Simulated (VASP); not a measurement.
# Al (P6_3/mmc) in VASP: further runs

Al is run at these levels: PBE; tasks: relaxation of cell and atoms, single point.

Everything below comes from runs of VASP 6.6.1. Logs are shortened: lines on timing, memory, paths and dates and some standing lists are left out, and cuts for length are marked.

## Step 1: The cell of the first run

It takes space group P6_3/mmc (No. 194, hexagonal). Conventional cell: a = 2.827 Å, b = 2.827 Å, c = 9.186 Å, α = 90.00°, β = 90.00°, γ = 120.00°. Al (site symmetry -3m) has 12 Al at 2.82 to 2.83 Å within 3.7 Å. Within 3.7 Å of Al (site symmetry -6m2) lie 12 Al at 2.82 to 2.83 Å.

## Step 2: Relaxation of cell and atoms, PBE

Input file INCAR:

```
PREC     = Accurate       # precision mode
ENCUT    = 600            # plane-wave cutoff, eV
EDIFF    = 1E-6           # SCF threshold, eV
ISMEAR   = 0              # smearing method
SIGMA    = 0.1            # smearing width, eV
LREAL    = False          # projectors in reciprocal space
LASPH    = True           # aspherical terms in the spheres
NELM     = 100            # most SCF steps
ALGO     = Fast           # electronic algorithm
ISIF     = 3              # what is computed and relaxed
LWAVE    = False          # write WAVECAR
LCHARG   = False          # write CHGCAR
GGA      = PE             # functional
IBRION   = 2              # ionic algorithm
NSW      = 100            # ionic steps
EDIFFG   = -0.01          # ionic threshold
```

Input file KPOINTS:

```
regular mesh
0
Gamma
  18 18 6
```

Input file POSCAR:

```
Al
1.0
    2.8270770242      0.0000000000      0.0000000000
   -1.4135385121      2.4483205214      0.0000000000
    0.0000000000      0.0000000000      9.1859930700
Al
4
Direct
    0.0000000000      0.0000000000      0.0000000000
    0.3333333300      0.6666666700      0.2500000000
    0.0000000000      0.0000000000      0.5000000000
    0.6666666700      0.3333333300      0.7500000000
```

Potentials or basis: VASP PAW PBE potentials, release 64 (Al).

Started as:

```bash
$ cat potpaw_PBE.64/Al/POTCAR > POTCAR
$ mpirun -np 1 vasp_std > vasp.out
```

OUTCAR:

```text
PREC = Accurate
   ENCUT = 600
   EDIFF = 1E-6
   ISMEAR = 0
   LREAL = False
   LASPH = True
   NELM = 100
   ISIF = 3
   GGA = PE
   IBRION = 2
   NSW = 100
   EDIFFG = -0.01

 ion  position               nearest neighbor table
   1  0.000  0.000  0.000-   2 2.82   4 2.82   2 2.82   4 2.82   4 2.82   2 2.82
   2  0.333  0.667  0.250-   1 2.82   3 2.82   1 2.82   3 2.82   1 2.82   3 2.82
   3  0.000  0.000  0.500-   2 2.82   4 2.82   2 2.82   4 2.82   4 2.82   2 2.82
   4  0.667  0.333  0.750-   1 2.82   3 2.82   1 2.82   3 2.82   1 2.82   3 2.82

  LATTYP: Found a hexagonal cell.
 ALAT       =     2.8270770242
 C/A-ratio  =     3.2492899880

  Lattice vectors:

 A1 = (   2.8270770242,   0.0000000000,   0.0000000000)
 A2 = (  -1.4135385121,   2.4483205214,   0.0000000000)
 A3 = (   0.0000000000,   0.0000000000,   9.1859930700)

Analysis of symmetry for initial positions (statically):
=====================================================================
 Subroutine PRICEL returns:
 Original cell was already a primitive cell.

 Routine SETGRP: Setting up the symmetry group for a
 hexagonal supercell.

 Subroutine GETGRP returns: Found 24 space group operations
 (whereof 12 operations were pure point group operations)
 out of a pool of 24 trial point group operations.

The static configuration has the point symmetry D_3d.
 The point group associated with its full space group is D_6h.

Analysis of symmetry for dynamics (positions and initial velocities):
=====================================================================
 Subroutine PRICEL returns:
 Original cell was already a primitive cell.

 Routine SETGRP: Setting up the symmetry group for a
 hexagonal supercell.

 Subroutine GETGRP returns: Found 24 space group operations
 (whereof 12 operations were pure point group operations)
 out of a pool of 24 trial point group operations.

The dynamic configuration has the point symmetry D_3d.
 The point group associated with its full space group is D_6h.

 Subroutine INISYM returns: Found 24 space group operations
 (whereof 12 operations are pure point group operations),
 and found     1 'primitive' translations

----------------------------------------------------------------------------------------

                                     Primitive cell

  volume of cell :      63.5817

  direct lattice vectors                    reciprocal lattice vectors
     2.827077024  0.000000000  0.000000000     0.353722234  0.204221627  0.000000000
    -1.413538512  2.448320521  0.000000000     0.000000000  0.408443254  0.000000000
     0.000000000  0.000000000  9.185993070     0.000000000  0.000000000  0.108861393

  length of vectors
     2.827077024  2.827077024  9.185993070     0.408443254  0.408443254  0.108861393

  position of ions in fractional coordinates (direct lattice)
     0.000000000  0.000000000  0.000000000
     0.333333330  0.666666670  0.250000000
     0.000000000  0.000000000  0.500000000
     0.666666670  0.333333330  0.750000000

  ion indices of the primitive-cell ions
   primitive index   ion index
                 1           1
                 2           2
                 3           3
                 4           4

----------------------------------------------------------------------------------------

 KPOINTS: regular mesh

Automatic generation of k-mesh.
 Grid dimensions read from file:
 generate k-points for:   18   18    6

 Generating k-lattice:

  Cartesian coordinates                     Fractional coordinates (reciprocal lattice)
     0.019651235  0.011345646  0.000000000     0.055555556 -0.000000000  0.000000000
     0.000000000  0.022691292  0.000000000     0.000000000  0.055555556  0.000000000
     0.000000000  0.000000000  0.018143565     0.000000000  0.000000000  0.166666667

  Length of vectors
     0.022691292  0.022691292  0.018143565

  Shift w.r.t. Gamma in fractional coordinates (k-lattice)
     0.000000000  0.000000000  0.000000000

 Subroutine IBZKPT returns following result:
 ===========================================

 Found    148 irreducible k-points:

 Following reciprocal coordinates:
            Coordinates               Weight
  0.000000  0.000000  0.000000      1.000000
  0.055556  0.000000  0.000000      6.000000
  0.111111  0.000000  0.000000      6.000000
  0.166667  0.000000  0.000000      6.000000
  0.222222  0.000000  0.000000      6.000000
  0.277778  0.000000  0.000000      6.000000
[... 16 lines left out ...]
  0.333333  0.111111  0.000000     12.000000
  0.388889  0.111111  0.000000     12.000000
 [... further k-points ...]
   k-points           NKPTS =    148   k-points in BZ     NKDIM =    148   number of bands    NBANDS=     10
   number of dos      NEDOS =    301   number of ions     NIONS =      4
   total plane-waves  NPLWV =  46080
   dimension x,y,z NGX =    24 NGY =   24 NGZ =   80
   dimension x,y,z NGXF=    48 NGYF=   48 NGZF=  160
   ions per type =               4
   NGX,Y,Z   is equivalent  to a cutoff of  14.11, 14.11, 14.48 a.u.
   NGXF,Y,Z  is equivalent  to a cutoff of  28.23, 28.23, 28.96 a.u.
 SYSTEM =  unknown system
   PREC   = accura    normal or accurate (medium, high low for compatibility)
   ISTART =      0    job   : 0-new  1-cont  2-samecut
   ICHARG =      2    charge: 1-file 2-atom 10-const
   ISPIN  =      1    spin polarized calculation?
   LNONCOLLINEAR =      F non collinear calculations
   LSORBIT =      F    spin-orbit coupling
   LASPH  =      T    aspherical Exc in radial PAW
   ENCUT  =  600.0 eV  44.10 Ry    6.64 a.u.   5.65  5.65 18.35*2*pi/ulx,y,z
   NELM   =    100;   NELMIN=  2; NELMDL= -5     # of ELM steps
   EDIFF  = 0.1E-05   stopping-criterion for ELM
   LREAL  =      F    real-space projection
   EDIFFG = -.1E-01   stopping-criterion for IOM
   NSW    =    100    number of steps for IOM
   IBRION =      2    ionic relax: 0-MD 1-quasi-New 2-CG
   NFREE  =      1    steps in history (QN), initial steepest desc. (CG)
   ISIF   =      3    stress and relaxation
   ISYM   =      2    0-nonsym 1-usesym 2-fastsym
   POTIM  = 0.5000    time-step for ionic-motion
   TEBEG  =    0.0;   TEEND  =   0.0 temperature during run
   PSTRESS=    0.0 pullay stress
   NELECT =      12.0000    total number of electrons
   NUPDOWN=      -1.0000    fix difference up-down
   EMIN   =  10.00;   EMAX   =-10.00  energy-range for DOS
   EFERMI =   0.00;   METHOD = LEGACY
   ISMEAR =     0;   SIGMA  =   0.10  broadening in eV -4-tet -1-fermi 0-gaus
   EFERMI_NEDOS =   21; number of points for ismear=-14 and -15
   IALGO  =     68    algorithm
   IMIX   =      4    mixing-type and parameters
     AMIX     =   0.40;   BMIX     =  1.00
     AMIX_MAG =   1.60;   BMIX_MAG =  1.00
  volume/ion in A,a.u.               =      15.90       107.27
  Fermi-wavevector in a.u.,A,eV,Ry     =   0.939055  1.774557 11.997959  0.881825
  Thomas-Fermi vector in A             =   2.066329
   LORBIT       =      0    0 simple, 1 ext, 2 COOP (PROOUT), +10 PAW based schemes
   GGA     = PE    functional components
   LHFCALC =     F    Hartree Fock is set to
   AEXX    =    0.0000 exact exchange contribution
   IVDW    =     0    specifies the selected vdW correction
   LEPSILON=     F    determine dielectric tensor
   LRPA    =     F    only Hartree local field effects (RPA)
 conjugate gradient relaxation of ions
 non-spin polarized calculation
 RMM-DIIS sequential band-by-band and
 Gauss-broadening in eV      SIGMA  =   0.10
  energy-cutoff  :      600.00
  volume of cell :       63.58
 maximum number of plane-waves:      2148
 NGX is ok and might be reduce to    24

--------------------------------------- Ionic step        1  -------------------------------------------

 number of electron      12.0000000 magnetization

 Free energy of the ion-electron system (eV)
  ---------------------------------------------------
  ext. energy  EPLUGINS =         0.00000000
  ---------------------------------------------------
  free energy    TOTEN  =       -14.91003217 eV

  energy without entropy =      -14.90226032  energy(sigma->0) =      -14.90614625

------------------------ aborting loop because EDIFF is reached ----------------------------------------

  FORCE on cell =-STRESS in cart. coord.  units (eV):
  Direction    XX          YY          ZZ          XY          YZ          ZX
  --------------------------------------------------------------------------------------
  -------------------------------------------------------------------------------------
  Total        1.2182111      1.2182111      1.5893997      0.0000000     -0.0000000      0.0000000
  in kB       30.6973654     30.6973654     40.0508440      0.0000000     -0.0000000      0.0000000
  external PRESSURE =      33.8151916 kB  Pullay stress =       0.0000000 kB
[... 213 lines left out ...]
  energy  without entropy=      -14.9307765263  energy(sigma->0) =      -14.93442899

--------------------------------------- Ionic step        7  -------------------------------------------

 number of electron      12.0000000 magnetization

 Free energy of the ion-electron system (eV)
  ---------------------------------------------------
  ext. energy  EPLUGINS =         0.00000000
  ---------------------------------------------------
  free energy    TOTEN  =       -14.93808472 eV

  energy without entropy =      -14.93079315  energy(sigma->0) =      -14.93443893

 E-fermi :   7.9576     XC(G=0): -10.1842

 val. band max:        7.9220841028   @ k =   0.2778   0.2222   0.0000
 cond. band min:       7.9776955657   @ k =   0.3889   0.1667   0.1667
 fundamental gap:      0.0556114629
 Fermi energy:         7.9575678266

 k-point     1 :       0.0000    0.0000    0.0000
  band No.  band energies     occupation
      1      -3.1486      2.00000
      2      -1.4810      2.00000
      3      -1.4742      2.00000
      4       3.3493      2.00000
      5       3.5055      2.00000
      6      11.2677      0.00000
      7      11.2791      0.00000
      8      18.6957      0.00000
      9      18.6958      0.00000
     10      18.8878      0.00000
[... 287 lines left out ...]
 k-point    24 :       0.3889    0.1111    0.0000
  band No.  band energies     occupation
      1       1.7702      2.00000
      2       3.3612      2.00000
      3       3.3689      2.00000
      4       4.3279      2.00000
      5       5.9462      2.00000
      6       5.9803      2.00000
      7       8.0459      0.21181
      8       8.3807      0.00000
      9      10.2953      0.00000
     10      10.5295      0.00000

 [... further k-points ...]

------------------------ aborting loop because EDIFF is reached ----------------------------------------

  FORCE on cell =-STRESS in cart. coord.  units (eV):
  Direction    XX          YY          ZZ          XY          YZ          ZX
  --------------------------------------------------------------------------------------
  -------------------------------------------------------------------------------------
  Total       -0.0298360     -0.0298360     -0.0338973      0.0000000      0.0000000      0.0000000
  in kB       -0.7216315     -0.7216315     -0.8198609      0.0000000      0.0000000      0.0000000
  external PRESSURE =      -0.7543746 kB  Pullay stress =       0.0000000 kB
[... 19 lines left out ...]
  FREE ENERGIE OF THE ION-ELECTRON SYSTEM (eV)
  ---------------------------------------------------
  free  energy   TOTEN  =       -14.9380847168 eV

  energy  without entropy=      -14.9307931487  energy(sigma->0) =      -14.93443893

 reached required accuracy - stopping structural energy minimisation
```

Run time: 3.2 min. Hardware: 1 thread of Intel Xeon Platinum 8488C (Sapphire Rapids), shared host; peak memory 0.26 GiB.

Results:

- Free energy: -14.9381 eV
- Relaxed volume: 16.56 Å³/atom
- Relaxed cell: a = 2.855 Å, b = 2.855 Å, c = 9.385 Å, α = 90.00°, β = 90.00°, γ = 120.00°
- Space group after relaxing (to 0.05 Å): P6_3/mmc (No. 194)
- Energy gained by relaxing: 7.0 meV/atom
- Ionic steps: 7
- Pressure after relaxing: -0.1 GPa
- Band gap on the k mesh: zero (band 6 reaches 11.80 eV, above the bottom of band 7 at 6.42 eV)

Step by step:
| step | energy change (eV) | largest force (eV/Å) | pressure (GPa) | volume (Å³) |
| --- | --- | --- | --- | --- |
| 1 | 0.0000 | 0.0000 | 3.38 | 63.58 |
| 2 | -0.0262 | 0.0000 | -0.63 | 66.72 |
| 3 | -0.0272 | 0.0000 | -0.04 | 66.20 |
| 4 | -0.0271 | 0.0000 | -0.10 | 66.26 |
| 5 | -0.0278 | 0.0000 | -0.09 | 66.25 |
| 6 | -0.0280 | 0.0000 | -0.07 | 66.24 |
| 7 | -0.0281 | 0.0000 | -0.08 | 66.24 |

Final structure:
```cif
data_structure
_symmetry_space_group_name_H-M 'P 1'
_symmetry_Int_Tables_number 1
_cell_length_a 2.8548
_cell_length_b 2.8548
_cell_length_c 9.3854
_cell_angle_alpha 90.000
_cell_angle_beta 90.000
_cell_angle_gamma 120.000
_cell_volume 66.24
loop_
_atom_site_label
_atom_site_type_symbol
_atom_site_fract_x
_atom_site_fract_y
_atom_site_fract_z
_atom_site_occupancy
Al1 Al 0.00000 0.00000 0.00000 1
Al2 Al 0.33333 0.66667 0.25000 1
Al3 Al 0.00000 0.00000 0.50000 1
Al4 Al 0.66667 0.33333 0.75000 1
```

Levels at points of the mesh, in eV from the Fermi level:
```tsv
k point	band 2	band 3	band 4	band 5	band 6	band 7	band 8	band 9	band 10
(0.00, 0.00, 0.00)	-9.44	-9.43	-4.61	-4.45	3.31	3.32	10.74	10.74	10.93
(0.50, 0.00, 0.00)	-5.13	-3.89	-3.82	-3.32	-3.22	0.83	1.24	1.29	1.57
(0.00, 0.00, 0.50)	-10.69	-7.37	-7.37	-0.95	-0.95	8.13	8.13	11.05	11.05
(0.50, 0.00, 0.50)	-4.84	-4.74	-4.74	-1.85	-1.85	-1.20	-1.20	4.49	4.49
```

## Step 3: Single point, PBE

This run uses another cell than the first one: it holds 2 atoms, not 4.

Input file INCAR:

```
PREC = Accurate ; ENCUT = 500
EDIFF = 1E-6 ; ISMEAR = 0
SIGMA = 0.1 ; LREAL = False
LASPH = True ; NELM = 120
ALGO = Normal ; ISIF = 2
LWAVE = False ; LCHARG = True
GGA = PE ; LELF = True
LVHAR = True ; NBANDS = 10
GGA_COMPAT = False
```

Input file KPOINTS:

```
regular mesh
0
Gamma
  9 9 4
```

Input file POSCAR:

```
Al
1.0
    2.8124553515      0.0000000000      0.0000000000
   -1.4062276757      2.4356577814      0.0000000000
    0.0000000000      0.0000000000      4.8668500000
Al
2
Direct
    0.6666666700      0.3333333300      0.7500000000
    0.3333333300      0.6666666700      0.2500000000
```

Potentials or basis: VASP PAW PBE potentials, release 64 (Al).

Started as:

```bash
$ cat potpaw_PBE.64/Al/POTCAR > POTCAR
$ mpirun -np 1 vasp_std > vasp.out
```

Run time: 10 s. Hardware: 1 thread of AMD EPYC 7R43 (Zen 3), shared host; peak memory 0.11 GiB.

The run converged. Its results:

* Free energy: -7.4176 eV
* Pressure: 0.6 GPa
* Band gap on the k mesh: zero (band 3 reaches 11.21 eV, above the bottom of band 4 at 5.03 eV)

Stress tensor (GPa, compression positive):
```
0.62 0.00 0.00
0.00 0.62 0.00
0.00 0.00 0.42
```

Levels at points of the mesh, in eV from the Fermi level:
```
           k point  band 1  band 2  band 3  band 4  band 5  band 6
(0.00, 0.00, 0.00)  -11.01   -5.01   -4.77   11.21   11.49   11.49
(0.00, 0.00, 0.50)   -9.46   -9.46    2.44    2.44   12.53   12.53
```
